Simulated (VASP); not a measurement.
# Si (P6/mmm) in VASP: notebook

The runs below take Si through single point, with r2SCAN.

Program: VASP 6.6.1. These are calculated values, not measurements. Logs are shortened: lines on timing, memory, paths and dates and some standing lists are left out, and cuts for length are marked.

## 1. The cell of the first run

The structure is hexagonal, space group P6/mmm (No. 191). Conventional cell: a = 2.621 Å, b = 2.621 Å, c = 2.744 Å, α = 90.00°, β = 90.00°, γ = 120.00°. Si (site symmetry 6/mmm) has 8 Si at 2.62 to 2.74 Å within 3.5 Å.

This isn't the form of Si at room conditions, which is diamond.

## 2. Single point, r2SCAN (strain +0.1125 x Voigt [0, 0, 1, 0, 0, 0])

File POSCAR:

```
Si
1.0
    2.6205428149      0.0000000000      0.0000000000
   -1.3102714075      2.2694566494      0.0000000000
    0.0000000000      0.0000000000      2.7438192589
Si
1
Direct
    0.0000000000      0.0000000000      0.0000000000
```

File INCAR.step1:

```
PREC = Accurate
ENCUT = 520
ISMEAR = 0
SIGMA = 0.15
LREAL = False
LASPH = True
NELM = 60
NBANDS = 8
GGA = PE
ALGO = Normal
EDIFF = 1E-4
LWAVE = True
LCHARG = False
```

File INCAR.step2:

```
PREC = Accurate
ENCUT = 520
EDIFF = 1E-6
ISMEAR = 0
SIGMA = 0.15
LREAL = False
LASPH = True
NELM = 60
ALGO = Normal
ISIF = 2
LWAVE = False
LCHARG = False
METAGGA = R2SCAN
LMIXTAU = True
NBANDS = 8
ISTART = 1
```

File KPOINTS:

```
regular mesh
0
Gamma
  24 24 20
```

Potentials or basis: VASP PAW PBE potentials, release 64 (Si).

The run is started by

```
> cat potpaw_PBE.64/Si/POTCAR > POTCAR
> cp INCAR.step1 INCAR
> mpirun -np 1 vasp_std > vasp.out
> cp INCAR.step2 INCAR
> mpirun -np 1 vasp_std > vasp.out
```

OUTCAR:

```text
PREC = Accurate
   ENCUT = 520
   EDIFF = 1E-6
   ISMEAR = 0
   LREAL = False
   LASPH = True
   NELM = 60
   ISIF = 2
   METAGGA = R2SCAN
   ISTART = 1

 ion  position               nearest neighbor table
   1  0.000  0.000  0.000-

  LATTYP: Found a hexagonal cell.
 ALAT       =     2.6205428149
 C/A-ratio  =     1.0470423316

  Lattice vectors:

 A1 = (   2.6205428149,   0.0000000000,   0.0000000000)
 A2 = (  -1.3102714075,   2.2694566494,   0.0000000000)
 A3 = (   0.0000000000,   0.0000000000,   2.7438192589)

Analysis of symmetry for initial positions (statically):
=====================================================================
 Subroutine PRICEL returns:
 Original cell was already a primitive cell.

 Routine SETGRP: Setting up the symmetry group for a
 hexagonal supercell.

 Subroutine GETGRP returns: Found 24 space group operations
 (whereof 24 operations were pure point group operations)
 out of a pool of 24 trial point group operations.

The static configuration has the point symmetry D_6h.

Analysis of symmetry for dynamics (positions and initial velocities):
=====================================================================
 Subroutine PRICEL returns:
 Original cell was already a primitive cell.

 Routine SETGRP: Setting up the symmetry group for a
 hexagonal supercell.

 Subroutine GETGRP returns: Found 24 space group operations
 (whereof 24 operations were pure point group operations)
 out of a pool of 24 trial point group operations.

The dynamic configuration has the point symmetry D_6h.

 Subroutine INISYM returns: Found 24 space group operations
 (whereof 24 operations are pure point group operations),
 and found     1 'primitive' translations

----------------------------------------------------------------------------------------

                                     Primitive cell

  volume of cell :      16.3181

  direct lattice vectors                    reciprocal lattice vectors
     2.620542815  0.000000000  0.000000000     0.381600329  0.220317053  0.000000000
    -1.310271407  2.269456649  0.000000000     0.000000000  0.440634105  0.000000000
     0.000000000  0.000000000  2.743819259     0.000000000  0.000000000  0.364455493

  length of vectors
     2.620542815  2.620542815  2.743819259     0.440634105  0.440634105  0.364455493

  position of ions in fractional coordinates (direct lattice)
     0.000000000  0.000000000  0.000000000

  ion indices of the primitive-cell ions
   primitive index   ion index
                 1           1

----------------------------------------------------------------------------------------

 KPOINTS: regular mesh

Automatic generation of k-mesh.
 Grid dimensions read from file:
 generate k-points for:   24   24   20

 Generating k-lattice:

  Cartesian coordinates                     Fractional coordinates (reciprocal lattice)
     0.015900014  0.009179877  0.000000000     0.041666667  0.000000000  0.000000000
     0.000000000  0.018359754  0.000000000     0.000000000  0.041666667  0.000000000
     0.000000000  0.000000000  0.018222775     0.000000000  0.000000000  0.050000000

  Length of vectors
     0.018359754  0.018359754  0.018222775

  Shift w.r.t. Gamma in fractional coordinates (k-lattice)
     0.000000000  0.000000000  0.000000000

 Subroutine IBZKPT returns following result:
 ===========================================

 Found    671 irreducible k-points:

 Following reciprocal coordinates:
            Coordinates               Weight
  0.000000  0.000000  0.000000      1.000000
  0.041667  0.000000  0.000000      6.000000
  0.083333  0.000000  0.000000      6.000000
  0.125000  0.000000  0.000000      6.000000
  0.166667  0.000000  0.000000      6.000000
  0.208333  0.000000  0.000000      6.000000
[... 16 lines left out ...]
  0.416667  0.041667  0.000000     12.000000
  0.458333  0.041667  0.000000     12.000000
 [... further k-points ...]
   k-points           NKPTS =    671   k-points in BZ     NKDIM =    671   number of bands    NBANDS=      8
   number of dos      NEDOS =    301   number of ions     NIONS =      1
   total plane-waves  NPLWV =   8000
   dimension x,y,z NGX =    20 NGY =   20 NGZ =   20
   dimension x,y,z NGXF=    40 NGYF=   40 NGZF=   40
   ions per type =               1
   NGX,Y,Z   is equivalent  to a cutoff of  12.69, 12.69, 12.12 a.u.
   NGXF,Y,Z  is equivalent  to a cutoff of  25.38, 25.38, 24.24 a.u.
 SYSTEM =  unknown system
   PREC   = accura    normal or accurate (medium, high low for compatibility)
   ISTART =      1    job   : 0-new  1-cont  2-samecut
   ICHARG =      0    charge: 1-file 2-atom 10-const
   ISPIN  =      1    spin polarized calculation?
   LNONCOLLINEAR =      F non collinear calculations
   LSORBIT =      F    spin-orbit coupling
   LASPH  =      T    aspherical Exc in radial PAW
   ENCUT  =  520.0 eV  38.22 Ry    6.18 a.u.   4.87  4.87  5.10*2*pi/ulx,y,z
   NELM   =     60;   NELMIN=  2; NELMDL=  0     # of ELM steps
   EDIFF  = 0.1E-05   stopping-criterion for ELM
   LREAL  =      F    real-space projection
   EDIFFG = 0.1E-04   stopping-criterion for IOM
   NSW    =      0    number of steps for IOM
   IBRION =     -1    ionic relax: 0-MD 1-quasi-New 2-CG
   NFREE  =      0    steps in history (QN), initial steepest desc. (CG)
   ISIF   =      2    stress and relaxation
   ISYM   =      2    0-nonsym 1-usesym 2-fastsym
   POTIM  = 0.5000    time-step for ionic-motion
   TEBEG  =    0.0;   TEEND  =   0.0 temperature during run
   PSTRESS=    0.0 pullay stress
   NELECT =       4.0000    total number of electrons
   NUPDOWN=      -1.0000    fix difference up-down
   EMIN   =  10.00;   EMAX   =-10.00  energy-range for DOS
   EFERMI =   0.00;   METHOD = LEGACY
   ISMEAR =     0;   SIGMA  =   0.15  broadening in eV -4-tet -1-fermi 0-gaus
   EFERMI_NEDOS =   21; number of points for ismear=-14 and -15
   IALGO  =     38    algorithm
   IMIX   =      4    mixing-type and parameters
     AMIX     =   0.40;   BMIX     =  1.00
     AMIX_MAG =   1.60;   BMIX_MAG =  1.00
  volume/ion in A,a.u.               =      16.32       110.12
  Fermi-wavevector in a.u.,A,eV,Ry     =   1.024563  1.936143 14.282431  1.049729
  Thomas-Fermi vector in A             =   2.158357
   LORBIT       =      0    0 simple, 1 ext, 2 COOP (PROOUT), +10 PAW based schemes
   METAGGA = R2SCAN    functional components
   LHFCALC =     F    Hartree Fock is set to
   AEXX    =    0.0000 exact exchange contribution
   IVDW    =     0    specifies the selected vdW correction
   LEPSILON=     F    determine dielectric tensor
   LRPA    =     F    only Hartree local field effects (RPA)
 non-spin polarized calculation
 Gauss-broadening in eV      SIGMA  =   0.15
  energy-cutoff  :      520.00
  volume of cell :       16.32
 maximum number of plane-waves:       460
 NGX is ok and might be reduce to    20
   NGX =  9   NGY =  9   NGZ = 11

 number of electron       4.0000000 magnetization

 Free energy of the ion-electron system (eV)
  ---------------------------------------------------
  ext. energy  EPLUGINS =         0.00000000
  ---------------------------------------------------
  free energy    TOTEN  =        -8.21490288 eV

  energy without entropy =       -8.21060151  energy(sigma->0) =       -8.21275220

 E-fermi :   8.3300     XC(G=0): -11.1888

 val. band max:        8.3277493499   @ k =   0.2083   0.1667   0.2500
 cond. band min:       8.3499113526   @ k =   0.3750   0.2500   0.4000
 fundamental gap:      0.0221620028
 Fermi energy:         8.3299510435

 k-point     1 :       0.0000    0.0000    0.0000
  band No.  band energies     occupation
      1      -5.7029      2.00000
      2      13.0740      0.00000
      3      14.9004      0.00000
      4      20.2692      0.00000
      5      20.2692      0.00000
      6      22.0119      0.00000
      7      22.0119      0.00000
      8      27.7528      0.00000

 k-point     2 :       0.0417    0.0000    0.0000
  band No.  band energies     occupation
      1      -5.6511      2.00000
      2      13.1191      0.00000
      3      14.8750      0.00000
      4      19.6177      0.00000
      5      19.8007      0.00000
      6      22.0735      0.00000
      7      22.5688      0.00000
      8      28.3261      0.00000

 k-point     3 :       0.0833    0.0000    0.0000
  band No.  band energies     occupation
      1      -5.4959      2.00000
      2      13.2545      0.00000
      3      14.7470      0.00000
      4      18.3391      0.00000
      5      18.9976      0.00000
      6      21.9645      0.00000
      7      23.6367      0.00000
      8      29.3161      0.00000

 k-point     4 :       0.1250    0.0000    0.0000
  band No.  band energies     occupation
      1      -5.2375      2.00000
      2      13.4798      0.00000
      3      14.3050      0.00000
      4      17.1671      0.00000
      5      18.1993      0.00000
      6      21.6864      0.00000
      7      24.8747      0.00000
      8      30.0617      0.00000

 k-point     5 :       0.1667    0.0000    0.0000
  band No.  band energies     occupation
      1      -4.8763      2.00000
      2      13.2697      0.00000
      3      13.7944      0.00000
      4      16.5444      0.00000
      5      17.4648      0.00000
      6      21.3931      0.00000
      7      26.2212      0.00000
      8      30.4979      0.00000
[... 177 lines left out ...]
 k-point    22 :       0.3750    0.0417    0.0000
  band No.  band energies     occupation
      1      -1.0526      2.00000
      2       4.9209      2.00000
      3      13.8560      0.00000
      4      17.0289      0.00000
      5      17.0559      0.00000
      6      22.7850      0.00000
      7      23.0642      0.00000
      8      28.0178      0.00000

 k-point    23 :       0.4167    0.0417    0.0000
  band No.  band energies     occupation
      1      -0.0509      2.00000
      2       3.5594      2.00000
      3      13.6889      0.00000
      4      16.9934      0.00000
      5      17.7674      0.00000
      6      22.0032      0.00000
      7      23.5910      0.00000
      8      26.8112      0.00000

 k-point    24 :       0.4583    0.0417    0.0000
  band No.  band energies     occupation
      1       1.0211      2.00000
      2       2.3067      2.00000
      3      13.6048      0.00000
      4      16.9577      0.00000
      5      18.3346      0.00000
      6      21.2734      0.00000
      7      24.5095      0.00000
      8      25.6881      0.00000

 [... further k-points ...]

------------------------ aborting loop because EDIFF is reached ----------------------------------------

  FORCE on cell =-STRESS in cart. coord.  units (eV):
  Direction    XX          YY          ZZ          XY          YZ          ZX
  --------------------------------------------------------------------------------------
  -------------------------------------------------------------------------------------
  Total       -0.1380102     -0.1380102     -1.9319414      0.0000000     -0.0000000      0.0000000
  in kB      -13.5504349    -13.5504349   -189.6862594      0.0000000     -0.0000000      0.0000000
  external PRESSURE =     -72.2623764 kB  Pullay stress =       0.0000000 kB

 VOLUME and BASIS-vectors are now :
 -----------------------------------------------------------------------------
  energy-cutoff  :      520.00
  volume of cell :       16.32
      direct lattice vectors                 reciprocal lattice vectors
     2.620542815  0.000000000  0.000000000     0.381600329  0.220317053  0.000000000
    -1.310271407  2.269456649  0.000000000     0.000000000  0.440634105  0.000000000
     0.000000000  0.000000000  2.743819259     0.000000000  0.000000000  0.364455493

 POSITION                                       TOTAL-FORCE (eV/Angst)
 -----------------------------------------------------------------------------------
      0.00000      0.00000      0.00000         0.000000      0.000000      0.000000
 -----------------------------------------------------------------------------------
    total drift:                               -0.000000     -0.000000      0.000000

  FREE ENERGIE OF THE ION-ELECTRON SYSTEM (eV)
  ---------------------------------------------------
  free  energy   TOTEN  =        -8.2149028812 eV

  energy  without entropy=       -8.2106015108  energy(sigma->0) =       -8.21275220
```

Run time: 3.6 min. Hardware: 1 thread of Intel Xeon Platinum 8259CL at 2.50GHz (Skylake/Cascade Lake), shared host; peak memory 0.18 GiB.

Results:

* Free energy: -8.2149 eV
* Pressure: -7.2 GPa
* Band gap on the k mesh: zero (bands 2 and 3 overlap by 9.44 eV)

Caveat: the cell differs from its parent crystal (strain +0.1125 x Voigt [0, 0, 1, 0, 0, 0]); the cell stands under tension; the PAW data sets were made with another functional, which shifts forces and pressure a little.

## 3. Single point, r2SCAN (strain +0.1312 x Voigt [0, 0, 1, 0, 0, 0])

POSCAR, as its differences from that of step 2:

```diff
@@ -4,3 +4,3 @@
    -1.3102714075      2.2694566494      0.0000000000
-    0.0000000000      0.0000000000      2.7438192589
+    0.0000000000      0.0000000000      2.7899400860
 Si
```

File INCAR.step1:

```
SYSTEM = Si
PREC = Accurate
ENCUT = 520
ISMEAR = 0
SIGMA = 0.15
LREAL = .FALSE.
LASPH = .TRUE.
NELM = 100
NBANDS = 8
GGA = PE
ALGO = Normal
EDIFF = 1E-4
LWAVE = .TRUE.
LCHARG = .FALSE.
```

File INCAR.step2:

```
SYSTEM = Si
PREC = Accurate
ENCUT = 520
EDIFF = 1E-6
ISMEAR = 0
SIGMA = 0.15
LREAL = .FALSE.
LASPH = .TRUE.
NELM = 100
ALGO = Normal
ISIF = 2
LWAVE = .FALSE.
LCHARG = .FALSE.
METAGGA = R2SCAN
LMIXTAU = .TRUE.
NBANDS = 8
ISTART = 1
```

File KPOINTS:

```
regular mesh
0
G
  24 24 20
  0 0 0
```

Potentials or basis: VASP PAW PBE potentials, release 64 (Si).

The run is started by

```
> cat potpaw_PBE.64/Si/POTCAR > POTCAR
> cp INCAR.step1 INCAR
> mpirun -np 1 vasp_std > vasp.out
> cp INCAR.step2 INCAR
> mpirun -np 1 vasp_std > vasp.out
```

It took 3.4 min on 1 thread of Intel Xeon Platinum 8259CL at 2.50GHz (Skylake/Cascade Lake), shared host; peak memory 0.18 GiB.

The run converged. Its results:

```yaml
Free_energy: -8.1812 eV
Pressure: -7.9 GPa
Band_gap_on_the_k_mesh: zero (bands 2 and 3 overlap by 9.00 eV)
```

Stress tensor (GPa, compression positive):
```
 -1.67   0.00   0.00
  0.00  -1.67   0.00
  0.00   0.00 -20.31
```

Levels at points of the mesh, in eV from the Fermi level:
```
           k point  band 1  band 2  band 3  band 4  band 5
(0.00, 0.00, 0.00)  -13.92    4.25    6.34   12.04   12.04
(0.50, 0.00, 0.00)   -6.82   -6.39    6.41    7.64    9.59
(0.00, 0.00, 0.50)  -10.77   -6.77   14.24   14.24   15.34
(0.50, 0.00, 0.50)   -4.02   -3.01   -1.17    2.36    8.66
```

Caveat: the cell differs from its parent crystal (strain +0.1312 x Voigt [0, 0, 1, 0, 0, 0]); the cell stands under tension; the PAW data sets were made with another functional, which shifts forces and pressure a little.

## 4. Single point, r2SCAN (strain +0.1500 x Voigt [0, 0, 1, 0, 0, 0])

POSCAR, as its differences from that of step 3:

```diff
@@ -4,3 +4,3 @@
    -1.3102714075      2.2694566494      0.0000000000
-    0.0000000000      0.0000000000      2.7899400860
+    0.0000000000      0.0000000000      2.8363075485
 Si
```

INCAR.step1, as its differences from that of step 3:

```diff
@@ -7,3 +7,3 @@
 LASPH = .TRUE.
-NELM = 100
+NELM = 60
 NBANDS = 8
```

File INCAR.step2:

```
SYSTEM = Si
PREC = Accurate
ENCUT = 520
EDIFF = 1E-6
ISMEAR = 0
SIGMA = 0.15
LREAL = .FALSE.
LASPH = .TRUE.
NELM = 60
ALGO = Normal
ISIF = 2
LWAVE = .FALSE.
LCHARG = .TRUE.
METAGGA = R2SCAN
LMIXTAU = .TRUE.
LELF = .TRUE.
LVHAR = .TRUE.
NBANDS = 8
ISTART = 1
```

KPOINTS is that of step 3.

The run is started by

```
> cat potpaw_PBE.64/Si/POTCAR > POTCAR
> cp INCAR.step1 INCAR
> mpirun -np 1 vasp_std > vasp.out
> cp INCAR.step2 INCAR
> mpirun -np 1 vasp_std > vasp.out
```

It took 3.3 min on 1 thread of Intel Xeon Platinum 8259CL at 2.50GHz (Skylake/Cascade Lake), shared host; peak memory 0.18 GiB.

The run converged. Its results:

* Free energy: -8.1456 eV
* Pressure: -8.4 GPa
* Band gap on the k mesh: zero (bands 2 and 3 overlap by 8.59 eV)

Stress tensor (GPa, compression positive):
```
 -2.10   0.00   0.00
  0.00  -2.10   0.00
  0.00   0.00 -20.98
```

Levels at points of the mesh, in eV from the Fermi level:
| k point | band 1 | band 2 | band 3 | band 4 | band 5 | band 6 | band 7 |
| --- | --- | --- | --- | --- | --- | --- | --- |
| (0.00, 0.00, 0.00) | -13.83 | 3.78 | 6.10 | 12.13 | 12.13 | 13.82 | 13.82 |
| (0.50, 0.00, 0.00) | -6.70 | -6.31 | 6.49 | 7.71 | 9.13 | 11.95 | 15.87 |
| (0.00, 0.00, 0.50) | -10.89 | -6.68 | 14.14 | 14.14 | 15.27 | 15.27 | 18.93 |
| (0.50, 0.00, 0.50) | -4.11 | -3.16 | -1.04 | 2.43 | 8.56 | 11.83 | 14.35 |

Caveat: the cell differs from its parent crystal (strain +0.1500 x Voigt [0, 0, 1, 0, 0, 0]); the cell stands under tension; the PAW data sets were made with another functional, which shifts forces and pressure a little.

## 5. Summary

| cell | gap on the mesh (eV) | pressure (GPa) |
| --- | --- | --- |
| a = 2.621, b = 2.621, c = 2.744 Å, angles 90.0, 90.0, 120.0°, 1 atom | none | -7.2 |
| a = 2.621, b = 2.621, c = 2.790 Å, angles 90.0, 90.0, 120.0°, 1 atom | none | -7.9 |
| a = 2.621, b = 2.621, c = 2.836 Å, angles 90.0, 90.0, 120.0°, 1 atom | none | -8.4 |

Alike in all rows: task single point; level r2SCAN; potentials or basis VASP PAW PBE potentials, release 64 (Si); no spin polarisation; k mesh 24 × 24 × 20; cutoff (eV) 520; smearing gaussian 0.15 eV.

Caveats: the cell stands under tension; the PAW data sets were made with another functional, which shifts forces and pressure a little.

Absolute energies hang on the potentials; compare differences alone.
